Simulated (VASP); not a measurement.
# VN (Fm-3m) in VASP: notebook, part 2 of 2

VASP 6.6.1. Earlier steps stand in the parts before.

### 3 Density of states, PBE, collinear spin, ferromagnetic start

File POSCAR:

```
VN
1.0
    0.0000000000      2.0624650000      2.0624650000
    2.0624650000      0.0000000000      2.0624650000
    2.0624650000      2.0624650000      0.0000000000
V N
1 1
Direct
    0.0000000000      0.0000000000      0.0000000000
    0.5000000000      0.5000000000      0.5000000000
```

File INCAR.step1:

```
SYSTEM = VN
  PREC = Accurate
  ENCUT = 520
  EDIFF = 1E-6
  ISMEAR = 0
  SIGMA = 0.047
  LREAL = .False.
  LASPH = .True.
  NELM = 200
  ALGO = Normal
  ISIF = 2
  LWAVE = .False.
  LCHARG = .True.
  ISPIN = 2
  MAGMOM = 0.3 0
  LMAXMIX = 4
  GGA = PE
  NBANDS = 20
  GGA_COMPAT = .False.
  NEDOS = 2001
  LORBIT = 11
```

File KPOINTS.step1:

```
Automatic mesh
0
Gamma
  3 3 3
  0 0 0
```

File INCAR.step2:

```
SYSTEM = VN
  PREC = Accurate
  ENCUT = 520
  EDIFF = 1E-6
  ISMEAR = -5
  SIGMA = 0.047
  LREAL = .False.
  LASPH = .True.
  NELM = 200
  ALGO = Normal
  ISIF = 2
  LWAVE = .False.
  LCHARG = .False.
  ISPIN = 2
  MAGMOM = 0.3 0
  LORBIT = 11
  LMAXMIX = 4
  GGA = PE
  NEDOS = 1001
  ICHARG = 11
  GGA_COMPAT = .False.
```

File KPOINTS.step2:

```
Automatic mesh
0
Gamma
  5 5 5
  0 0 0
```

Potentials or basis: VASP PAW PBE potentials, release 64 (V_sv, N).

On the command line:

```console
$ cat potpaw_PBE.64/V_sv/POTCAR potpaw_PBE.64/N/POTCAR > POTCAR
$ cp INCAR.step1 INCAR
$ cp KPOINTS.step1 KPOINTS
$ mpirun -np 1 vasp_std > vasp.out
$ cp INCAR.step2 INCAR
$ cp KPOINTS.step2 KPOINTS
$ mpirun -np 1 vasp_std > vasp.out
```

OUTCAR:

```text
SYSTEM = VN
   PREC = Accurate
   ENCUT = 520
   EDIFF = 1E-6
   ISMEAR = -5
   LREAL = .False.
   LASPH = .True.
   NELM = 200
   ISIF = 2
   ISPIN = 2
   LORBIT = 11
   GGA = PE
   ICHARG = 11

 ion  position               nearest neighbor table
   1  0.000  0.000  0.000-   2 2.06   2 2.06   2 2.06   2 2.06   2 2.06   2 2.06
   2  0.500  0.500  0.500-   1 2.06   1 2.06   1 2.06   1 2.06   1 2.06   1 2.06

  LATTYP: Found a face centered cubic cell.
 ALAT       =     4.1249300000

  Lattice vectors:

 A1 = (   0.0000000000,   2.0624650000,   2.0624650000)
 A2 = (   2.0624650000,   0.0000000000,   2.0624650000)
 A3 = (   2.0624650000,   2.0624650000,   0.0000000000)
[... 517 lines left out ...]

 VOLUME and BASIS-vectors are now :
 -----------------------------------------------------------------------------
  energy-cutoff  :      520.00
  volume of cell :       17.55
      direct lattice vectors                 reciprocal lattice vectors
     0.000000000  2.062465000  2.062465000    -0.242428356  0.242428356  0.242428356
     2.062465000  0.000000000  2.062465000     0.242428356 -0.242428356  0.242428356
     2.062465000  2.062465000  0.000000000     0.242428356  0.242428356 -0.242428356

 POSITION                                       TOTAL-FORCE (eV/Angst)
 -----------------------------------------------------------------------------------
      0.00000      0.00000      0.00000         0.000000     -0.000000      0.000000
      2.06246      2.06246      2.06246        -0.000000      0.000000     -0.000000
 -----------------------------------------------------------------------------------
    total drift:                                0.000000     -0.000000     -0.000000

  FREE ENERGIE OF THE ION-ELECTRON SYSTEM (eV)
  ---------------------------------------------------
  free  energy   TOTEN  =       -19.1872436796 eV

  energy  without entropy=      -19.1872436796  energy(sigma->0) =      -19.18724368

 total charge

# of ion       s       p       d       tot
------------------------------------------
    1        2.238   6.278   3.150  11.666
    2        1.245   2.508   0.000   3.753
--------------------------------------------------
tot          3.483   8.786   3.150  15.419

 magnetization (x)

# of ion       s       p       d       tot
------------------------------------------
    1        0.006   0.007   0.820   0.833
    2       -0.005  -0.066   0.000  -0.072
--------------------------------------------------
tot          0.001  -0.059   0.820   0.761
```

OUTCAR.step1:

```text
SYSTEM = VN
   PREC = Accurate
   ENCUT = 520
   EDIFF = 1E-6
   ISMEAR = 0
   LREAL = .False.
   LASPH = .True.
   NELM = 200
   ISIF = 2
   ISPIN = 2
   GGA = PE
   LORBIT = 11

[... 408 lines left out ...]

 total charge

# of ion       s       p       d       tot
------------------------------------------
    1        2.234   6.282   3.162  11.679
    2        1.240   2.525   0.000   3.766
--------------------------------------------------
tot          3.475   8.807   3.162  15.444

 magnetization (x)

# of ion       s       p       d       tot
------------------------------------------
    1        0.012   0.007   1.283   1.302
    2       -0.005  -0.044   0.000  -0.049
--------------------------------------------------
tot          0.007  -0.037   1.283   1.253
```

OSZICAR.step1:

```text
N       E                     dE             d eps       ncg     rms          rms(c)
DAV:   1     0.138590046801E+03    0.13859E+03   -0.85836E+03   320   0.971E+02
DAV:   2    -0.196716074798E+02   -0.15826E+03   -0.15032E+03   340   0.312E+02
[... 13 lines left out ...]
DAV:  16    -0.191177862381E+02   -0.73910E-04   -0.10291E-03   344   0.266E-01    0.119E-01
DAV:  17    -0.191178645044E+02   -0.78266E-04   -0.12919E-04   344   0.826E-02    0.803E-02
DAV:  18    -0.191178981164E+02   -0.33612E-04   -0.46656E-05   340   0.563E-02    0.159E-02
DAV:  19    -0.191178958095E+02    0.23069E-05   -0.56972E-06   336   0.171E-02    0.215E-02
DAV:  20    -0.191178996460E+02   -0.38365E-05   -0.60629E-06   336   0.209E-02    0.723E-03
DAV:  21    -0.191179000034E+02   -0.35743E-06   -0.25748E-07   164   0.459E-03
   1 F= -.19117900E+02 E0= -.19117894E+02  d E =-.128572E-04  mag=     1.3334
```

Wall time 35 s (1 thread of Intel Xeon 8259CL, shared host); peak memory 0.15 GiB.

Results:

| Item | Value |
| --- | --- |
| Net moment | 1.33 μB per cell |
| Site moments | V +0.83; N -0.07 μB |
| Valence electrons inside the program's atomic spheres | V 11.67; N 3.75 |

Caveat: the k points lie up to 0.88 Å⁻¹ apart; the bands computed are all filled at some k points, so no gap is given.

### 4 Single point, PBE+U, collinear spin, ferromagnetic start

File INCAR:

```
ALGO = Normal
EDIFF = 1E-6
ENCUT = 600
GGA = PE
GGA_COMPAT = False
ISIF = 2
ISMEAR = 0
ISPIN = 2
LASPH = True
LCHARG = False
LDAU = True
LDAUJ = 0.85 0
LDAUL = 2 -1
LDAUPRINT = 1
LDAUTYPE = 1
LDAUU = 5.1 0
LMAXMIX = 4
LORBIT = 11
LREAL = False
LWAVE = False
MAGMOM = 0.3 0
NBANDS = 20
NELM = 200
PREC = Accurate
SIGMA = 0.1
```

File KPOINTS:

```
k-points
0
Gamma
  2 2 2
```

POSCAR is that of step 3.

On the command line:

```console
$ cat potpaw_PBE.64/V_sv/POTCAR potpaw_PBE.64/N/POTCAR > POTCAR
$ mpirun -np 1 vasp_std > vasp.out
```

Run time: 4.9 s. Hardware: 1 thread of Intel Xeon Platinum 8559C (Emerald Rapids), shared host; peak memory 0.14 GiB.

Results (log left out):

```
Free energy                                           : -14.5429 eV
Pressure                                              : 8.1 GPa
Band gap on the k mesh                                : zero (filled and empty bands overlap)
Net moment                                            : 0.00 μB per cell
Valence electrons inside the program's atomic spheres : V 11.47; N 3.83
```

Levels at points of the mesh, in eV from the Fermi level:
Spin up:
```tsv
k point	band 6	band 7	band 8	band 9	band 10	band 11	band 12	band 13
(0.00, 0.00, 0.00)	-1.21	-1.21	-1.21	-1.09	-1.09	-1.09	-0.45	-0.45
(0.50, 0.00, 0.00)	-8.25	-5.38	-5.38	0.92	0.92	1.92	5.34	5.34
(0.50, 0.50, 0.00)	-6.06	-3.31	-2.79	-2.79	0.47	1.53	1.53	2.70
```
Spin down:
```tsv
k point	band 5	band 6	band 7	band 8	band 9	band 10	band 11	band 12	band 13	band 14
(0.00, 0.00, 0.00)	-17.19	-1.21	-1.21	-1.21	-1.09	-1.09	-1.09	-0.45	-0.45	6.50
(0.50, 0.00, 0.00)	-14.36	-8.25	-5.38	-5.38	0.92	0.92	1.92	5.34	5.34	6.53
(0.50, 0.50, 0.00)	-15.20	-6.06	-3.31	-2.79	-2.79	0.47	1.54	1.54	2.70	10.52
```

Eigenvalues of the final occupation matrices:
```
    site  spin  trace               eigenvalues
site 1 d     1   1.47  0.25 0.25 0.25 0.35 0.35
site 1 d     2   1.47  0.25 0.25 0.25 0.35 0.35
```

Caveat: the k points lie up to 1.32 Å⁻¹ apart.

### 5 Summary

```csv
task,level,spin,U,k mesh,cutoff (eV),smearing,k mesh for the DOS,occupations for the DOS,LDAUTYPE,hund's J,moment (μB)
density of states,PBE,off,-,2 × 2 × 2,520,gaussian 0.1 eV,3 × 3 × 3,gaussian,-,-,-
density of states,PBE,"collinear, ferromagnetic start",-,3 × 3 × 3,520,gaussian 0.047 eV,5 × 5 × 5,tetrahedron,-,-,1.33
single point,PBE+U,"collinear, ferromagnetic start","V d U = 5.1 eV, J = 0.85 eV",2 × 2 × 2,600,gaussian 0.1 eV,-,-,1,0.85,0.00
```

Alike in all rows: potentials or basis VASP PAW PBE potentials, release 64 (V_sv, N); cell as given.

Caveats: all runs use coarse meshes; the bands computed are all filled at some k points, so no gap is given (some runs).

Absolute energies hang on the potentials; compare differences alone.
